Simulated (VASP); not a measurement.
## CsB7: single point with PBE

The system is CsB7.

```xyz
8
Lattice="4.4407 0.0000 0.0000 0.0000 4.4407 0.0000 0.0000 0.0000 4.4407" Properties=species:S:1:pos:R:3 pbc="T T T"
Cs    0.0000    0.0000    0.0000
B     1.5831    1.5831    1.5831
B     0.0000    2.2204    2.2204
B     2.2204    2.2204    0.0000
B     2.2204    0.0000    2.2204
B     2.8577    1.5831    2.8577
B     2.8577    2.8577    1.5831
B     1.5831    2.8577    2.8577
```

The cell was built from a structure type or drawn by symmetry, and may not be a known phase.

```
Program                : VASP 6.6.1
Task                   : single point
Functional             : PBE
Potentials or basis    : VASP PAW PBE potentials, release 64 (Cs_sv, B)
Cutoff                 : 520 eV
k mesh                 : 4 × 4 × 4
Occupations            : gaussian, width 0.1 eV
Spin                   : no spin polarisation
Dipole correction      : no
Further INCAR settings : ALGO = Normal; EDIFF = 1e-06; NBANDS = 25
```

The pressure is 0.5 GPa. The largest force is 0.006 eV/Å and the band gap on the k mesh is zero (bands 15 and 16 overlap by 2.87 eV).

Forces on the atoms (eV/Å):
```
Cs   0.000  0.000  0.000
B   -0.004 -0.004 -0.004
B    0.000  0.000  0.000
B    0.000  0.000  0.000
B    0.000  0.000  0.000
B    0.004 -0.004  0.004
B    0.004  0.004 -0.004
B   -0.004  0.004  0.004
```

Levels at points of the mesh, in eV from the Fermi level:
```tsv
k point	band 10	band 11	band 12	band 13	band 14	band 15	band 16	band 17	band 18	band 19
(0.00, 0.00, 0.00)	-6.62	-6.06	-0.80	-0.80	-0.80	-0.59	-0.59	-0.59	3.17	3.17
(0.50, 0.00, 0.00)	-4.81	-2.70	-2.32	-2.32	-1.92	-1.62	-0.20	-0.20	2.27	4.79
(0.50, 0.50, 0.00)	-4.73	-3.62	-3.17	-3.17	-2.49	0.04	0.04	2.11	4.44	4.44
(0.50, 0.50, 0.50)	-3.55	-2.34	-2.34	-2.34	-2.21	2.27	2.27	2.27	3.79	3.79
```

Run time: 46 s on 1 thread of AMD EPYC 7R13, on a shared host, peak memory 0.17 GiB.

Caveat: spin-orbit coupling is left out, which moves the levels of the heavy elements.
